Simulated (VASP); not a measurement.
# Sn (Fd-3m) in VASP: a series of runs

Sn is run at these levels: LDA; tasks: single point.

All numbers are computed with VASP 6.6.1; they aren't measurements. Logs are shortened: lines on timing, memory, paths and dates and some standing lists are left out, and cuts for length are marked.

### 1 The cell of the first run

The structure is cubic, space group Fd-3m (No. 227). Conventional cell: a = 4.946 Å, b = 4.946 Å, c = 4.946 Å, α = 90.00°, β = 90.00°, γ = 90.00°. Sn (site symmetry -43m) has 4 Sn at 2.14 Å within 2.8 Å.

### 2 Single point, LDA

The input, INCAR:

```
  PREC = Accurate
  ENCUT = 520
  EDIFF = 1E-6
  ISMEAR = -1
  SIGMA = 0.05
  LREAL = False
  LASPH = True
  NELM = 80
  ALGO = Normal
  ISIF = 2
  LWAVE = False
  LCHARG = False
  NBANDS = 21
```

The input, KPOINTS:

```
Automatic mesh
0
Gamma
  13 13 13
```

The input, POSCAR:

```
Sn
1.0
    0.0000000000      2.4731991063      2.4731991063
    2.4731991063      0.0000000000      2.4731991063
    2.4731991063      2.4731991063      0.0000000000
Sn
2
Direct
   -0.1250000000     -0.1250000000     -0.1250000000
    0.1250000000      0.1250000000      0.1250000000
```

Potentials or basis: VASP PAW LDA potentials, release 64 (Sn_d).

Run with:

```
> cat potpaw_LDA.64/Sn_d/POTCAR > POTCAR
> mpirun -np 1 vasp_std > vasp.out
```

OUTCAR:

```text
PREC = Accurate
   ENCUT = 520
   EDIFF = 1E-6
   ISMEAR = -1
   LREAL = False
   LASPH = True
   NELM = 80
   ISIF = 2

 ion  position               nearest neighbor table
   1  0.875  0.875  0.875-   2 2.14   2 2.14   2 2.14   2 2.14
   2  0.125  0.125  0.125-   1 2.14   1 2.14   1 2.14   1 2.14

  LATTYP: Found a face centered cubic cell.
 ALAT       =     4.9463982126

  Lattice vectors:

 A1 = (   0.0000000000,   2.4731991063,   2.4731991063)
 A2 = (   2.4731991063,   0.0000000000,   2.4731991063)
 A3 = (   2.4731991063,   2.4731991063,   0.0000000000)

Analysis of symmetry for initial positions (statically):
=====================================================================
 Subroutine PRICEL returns:
 Original cell was already a primitive cell.

 Routine SETGRP: Setting up the symmetry group for a
 face centered cubic supercell.

 Subroutine GETGRP returns: Found 48 space group operations
 (whereof 12 operations were pure point group operations)
 out of a pool of 48 trial point group operations.

The static configuration has the point symmetry D_3d.
 The point group associated with its full space group is O_h .

Analysis of symmetry for dynamics (positions and initial velocities):
=====================================================================
 Subroutine PRICEL returns:
 Original cell was already a primitive cell.

 Routine SETGRP: Setting up the symmetry group for a
 face centered cubic supercell.

 Subroutine GETGRP returns: Found 48 space group operations
 (whereof 12 operations were pure point group operations)
 out of a pool of 48 trial point group operations.

The dynamic configuration has the point symmetry D_3d.
 The point group associated with its full space group is O_h .

 Subroutine INISYM returns: Found 48 space group operations
 (whereof 12 operations are pure point group operations),
 and found     1 'primitive' translations

----------------------------------------------------------------------------------------

                                     Primitive cell

  volume of cell :      30.2557

  direct lattice vectors                    reciprocal lattice vectors
     0.000000000  2.473199106  2.473199106    -0.202167306  0.202167306  0.202167306
     2.473199106  0.000000000  2.473199106     0.202167306 -0.202167306  0.202167306
     2.473199106  2.473199106  0.000000000     0.202167306  0.202167306 -0.202167306

  length of vectors
     3.497631719  3.497631719  3.497631719     0.350164045  0.350164045  0.350164045

  position of ions in fractional coordinates (direct lattice)
     0.875000000  0.875000000  0.875000000
     0.125000000  0.125000000  0.125000000

  ion indices of the primitive-cell ions
   primitive index   ion index
                 1           1
                 2           2

----------------------------------------------------------------------------------------

 KPOINTS: Automatic mesh

Automatic generation of k-mesh.
 Grid dimensions read from file:
 generate k-points for:   13   13   13

 Generating k-lattice:

  Cartesian coordinates                     Fractional coordinates (reciprocal lattice)
    -0.015551331  0.015551331  0.015551331     0.076923077  0.000000000  0.000000000
     0.015551331 -0.015551331  0.015551331     0.000000000  0.076923077  0.000000000
     0.015551331  0.015551331 -0.015551331     0.000000000  0.000000000  0.076923077

  Length of vectors
     0.026935696  0.026935696  0.026935696

  Shift w.r.t. Gamma in fractional coordinates (k-lattice)
     0.000000000  0.000000000  0.000000000

 Subroutine IBZKPT returns following result:
 ===========================================

 Found     84 irreducible k-points:

 Following reciprocal coordinates:
            Coordinates               Weight
  0.000000  0.000000  0.000000      1.000000
  0.076923  0.000000  0.000000      8.000000
  0.153846  0.000000  0.000000      8.000000
  0.230769  0.000000  0.000000      8.000000
  0.307692  0.000000  0.000000      8.000000
  0.384615  0.000000  0.000000      8.000000
[... 16 lines left out ...]
  0.384615  0.153846  0.000000     24.000000
  0.461538  0.153846  0.000000     24.000000
 [... further k-points ...]
   k-points           NKPTS =     84   k-points in BZ     NKDIM =     84   number of bands    NBANDS=     21
   number of dos      NEDOS =    301   number of ions     NIONS =      2
   total plane-waves  NPLWV =  21952
   dimension x,y,z NGX =    28 NGY =   28 NGZ =   28
   dimension x,y,z NGXF=    56 NGYF=   56 NGZF=   56
   ions per type =               2
   NGX,Y,Z   is equivalent  to a cutoff of  13.31, 13.31, 13.31 a.u.
   NGXF,Y,Z  is equivalent  to a cutoff of  26.62, 26.62, 26.62 a.u.
 SYSTEM =  unknown system
   PREC   = accura    normal or accurate (medium, high low for compatibility)
   ISTART =      0    job   : 0-new  1-cont  2-samecut
   ICHARG =      2    charge: 1-file 2-atom 10-const
   ISPIN  =      1    spin polarized calculation?
   LNONCOLLINEAR =      F non collinear calculations
   LSORBIT =      F    spin-orbit coupling
   LASPH  =      T    aspherical Exc in radial PAW
   ENCUT  =  520.0 eV  38.22 Ry    6.18 a.u.   6.50  6.50  6.50*2*pi/ulx,y,z
   NELM   =     80;   NELMIN=  2; NELMDL= -5     # of ELM steps
   EDIFF  = 0.1E-05   stopping-criterion for ELM
   LREAL  =      F    real-space projection
   EDIFFG = 0.1E-04   stopping-criterion for IOM
   NSW    =      0    number of steps for IOM
   IBRION =     -1    ionic relax: 0-MD 1-quasi-New 2-CG
   NFREE  =      0    steps in history (QN), initial steepest desc. (CG)
   ISIF   =      2    stress and relaxation
   ISYM   =      2    0-nonsym 1-usesym 2-fastsym
   POTIM  = 0.5000    time-step for ionic-motion
   TEBEG  =    0.0;   TEEND  =   0.0 temperature during run
   PSTRESS=    0.0 pullay stress
   NELECT =      28.0000    total number of electrons
   NUPDOWN=      -1.0000    fix difference up-down
   EMIN   =  10.00;   EMAX   =-10.00  energy-range for DOS
   EFERMI =   0.00;   METHOD = LEGACY
   ISMEAR =    -1;   SIGMA  =   0.05  broadening in eV -4-tet -1-fermi 0-gaus
   EFERMI_NEDOS =   21; number of points for ismear=-14 and -15
   IALGO  =     38    algorithm
   IMIX   =      4    mixing-type and parameters
     AMIX     =   0.40;   BMIX     =  1.00
     AMIX_MAG =   1.60;   BMIX_MAG =  1.00
  volume/ion in A,a.u.               =      15.13       102.09
  Fermi-wavevector in a.u.,A,eV,Ry     =   1.595359  3.014791 34.629145  2.545170
  Thomas-Fermi vector in A             =   2.693290
   LORBIT       =      0    0 simple, 1 ext, 2 COOP (PROOUT), +10 PAW based schemes
   GGA     = CA    functional components
   LHFCALC =     F    Hartree Fock is set to
   AEXX    =    0.0000 exact exchange contribution
   IVDW    =     0    specifies the selected vdW correction
   LEPSILON=     F    determine dielectric tensor
   LRPA    =     F    only Hartree local field effects (RPA)
 non-spin polarized calculation
  energy-cutoff  :      520.00
  volume of cell :       30.26
 maximum number of plane-waves:       869
 NGX is ok and might be reduce to    28
   NGX = 13   NGY = 13   NGZ = 13

 number of electron      28.0000003 magnetization

 Free energy of the ion-electron system (eV)
  ---------------------------------------------------
  ext. energy  EPLUGINS =         0.00000000
  ---------------------------------------------------
  free energy    TOTEN  =         4.59723754 eV

  energy without entropy =        4.60014964  energy(sigma->0) =        4.59869359

 E-fermi :  18.6587     XC(G=0): -13.3480

 val. band max:       18.5898248671   @ k =  -0.4615   0.3846   0.0000
 cond. band min:      18.6995212958   @ k =   0.3846   0.3077   0.0000
 fundamental gap:      0.1096964287
 Fermi energy:        18.6587256378

 k-point     1 :       0.0000    0.0000    0.0000
  band No.  band energies     occupation
      1      -7.4131      2.00000
      2      -7.4131      2.00000
      3      -7.4131      2.00000
      4      -7.2312      2.00000
      5      -7.2312      2.00000
      6      -5.1708      2.00000
[... 13 lines left out ...]
     20      26.2193      0.00000
     21      26.2193      0.00000

 k-point     2 :       0.0769    0.0000    0.0000
  band No.  band energies     occupation
      1      -7.4717      2.00000
      2      -7.4717      2.00000
      3      -7.4090      2.00000
      4      -7.1560      2.00000
      5      -7.1560      2.00000
      6      -5.1922      2.00000
[... 13 lines left out ...]
     20      25.9703      0.00000
     21      25.9703      0.00000

 k-point     3 :       0.1538    0.0000    0.0000
  band No.  band energies     occupation
      1      -7.5508      2.00000
      2      -7.5508      2.00000
      3      -7.3983      2.00000
      4      -7.0345      2.00000
      5      -7.0345      2.00000
      6      -5.2514      2.00000
[... 13 lines left out ...]
     20      25.6568      0.00000
     21      25.6568      0.00000

 k-point     4 :       0.2308    0.0000    0.0000
  band No.  band energies     occupation
      1      -7.6038      2.00000
      2      -7.6038      2.00000
      3      -7.3845      2.00000
      4      -6.9315      2.00000
      5      -6.9315      2.00000
      6      -5.3340      2.00000
[... 13 lines left out ...]
     20      25.9964      0.00000
     21      26.7987      0.00000

 k-point     5 :       0.3077    0.0000    0.0000
  band No.  band energies     occupation
      1      -7.6272      2.00000
      2      -7.6272      2.00000
      3      -7.3714      2.00000
      4      -6.8703      2.00000
      5      -6.8703      2.00000
      6      -5.4206      2.00000
[... 13 lines left out ...]
     20      27.0187      0.00000
     21      28.3538      0.00000
[... 382 lines left out ...]
     20      27.5635      0.00000
     21      28.0819      0.00000

 k-point    22 :       0.3077    0.1538    0.0000
  band No.  band energies     occupation
      1      -7.7245      2.00000
      2      -7.5609      2.00000
      3      -7.4324      2.00000
      4      -6.8962      2.00000
      5      -6.5888      2.00000
      6      -5.8953      2.00000
[... 13 lines left out ...]
     20      28.3538      0.00000
     21      29.4964      0.00000

 k-point    23 :       0.3846    0.1538    0.0000
  band No.  band energies     occupation
      1      -7.7725      2.00000
      2      -7.5976      2.00000
      3      -7.3613      2.00000
      4      -6.8114      2.00000
      5      -6.5508      2.00000
      6      -5.9198      2.00000
[... 13 lines left out ...]
     20      29.3382      0.00000
     21      30.9071      0.00000

 k-point    24 :       0.4615    0.1538    0.0000
  band No.  band energies     occupation
      1      -7.8022      2.00000
      2      -7.6333      2.00000
      3      -7.2801      2.00000
      4      -6.7362      2.00000
      5      -6.5872      2.00000
      6      -5.8743      2.00000
[... 13 lines left out ...]
     20      29.8579      0.00000
     21      31.6055      0.00000

 [... further k-points ...]

------------------------ aborting loop because EDIFF is reached ----------------------------------------

  FORCE on cell =-STRESS in cart. coord.  units (eV):
  Direction    XX          YY          ZZ          XY          YZ          ZX
  --------------------------------------------------------------------------------------
  -------------------------------------------------------------------------------------
  Total       46.2608524     46.2608524     46.2608524      0.0000000      0.0000000      0.0000000
  in kB     2449.7229699   2449.7229699   2449.7229699      0.0000000      0.0000000      0.0000000
  external PRESSURE =    2449.7229699 kB  Pullay stress =       0.0000000 kB

 VOLUME and BASIS-vectors are now :
 -----------------------------------------------------------------------------
  energy-cutoff  :      520.00
  volume of cell :       30.26
      direct lattice vectors                 reciprocal lattice vectors
     0.000000000  2.473199106  2.473199106    -0.202167306  0.202167306  0.202167306
     2.473199106  0.000000000  2.473199106     0.202167306 -0.202167306  0.202167306
     2.473199106  2.473199106  0.000000000     0.202167306  0.202167306 -0.202167306

 POSITION                                       TOTAL-FORCE (eV/Angst)
 -----------------------------------------------------------------------------------
      4.32810      4.32810      4.32810        -0.000000     -0.000000     -0.000000
      0.61830      0.61830      0.61830         0.000000      0.000000      0.000000
 -----------------------------------------------------------------------------------
    total drift:                                0.000000     -0.000000     -0.000000

  FREE ENERGIE OF THE ION-ELECTRON SYSTEM (eV)
  ---------------------------------------------------
  free  energy   TOTEN  =         4.5972375374 eV

  energy  without entropy=        4.6001496375  energy(sigma->0) =        4.59869359
```

It took 18 s on 1 thread of Intel Xeon 6975P-C (Granite Rapids), shared host; peak memory 0.16 GiB.

What came out:

- Free energy: 4.5972 eV
- Pressure: 245.0 GPa
- Band gap on the k mesh: zero (band 14 reaches 20.11 eV, above the bottom of band 15 at 18.30 eV)

Caveat: spin-orbit coupling is left out, which moves the levels of the heavy elements.

### 3 Single point, LDA

The input, INCAR:

```
SYSTEM = Sn
ALGO = Normal
EDIFF = 1E-6
ENCUT = 520
GGA = CA
ISIF = 2
ISMEAR = -1
LASPH = .True.
LCHARG = .True.
LELF = .True.
LREAL = .False.
LVHAR = .True.
LWAVE = .False.
NBANDS = 21
NELM = 60
PREC = Accurate
SIGMA = 0.05
```

The input, KPOINTS:

```
k-points
0
Gamma
  13 13 13
  0 0 0
```

POSCAR is that of step 2.

Potentials or basis: VASP PAW LDA potentials, release 64 (Sn_d).

Run with:

```
> cat potpaw_LDA.64/Sn_d/POTCAR > POTCAR
> mpirun -np 1 vasp_std > vasp.out
```

Wall time 19 s (1 thread of Intel Xeon 6975P-C (Granite Rapids), shared host); peak memory 0.17 GiB.

Results (log left out):

```
Free energy            : 4.5972 eV
Pressure               : 245.0 GPa
Band gap on the k mesh : zero (band 14 reaches 20.11 eV, above the bottom of band 15 at 18.30 eV)
```

Levels at points of the mesh, in eV from the Fermi level:
```tsv
k point	band 12	band 13	band 14	band 15	band 16	band 17
(0.00, 0.00, 0.00)	1.45	1.45	1.45	2.46	2.46	2.46
```

Caveat: spin-orbit coupling is left out, which moves the levels of the heavy elements.
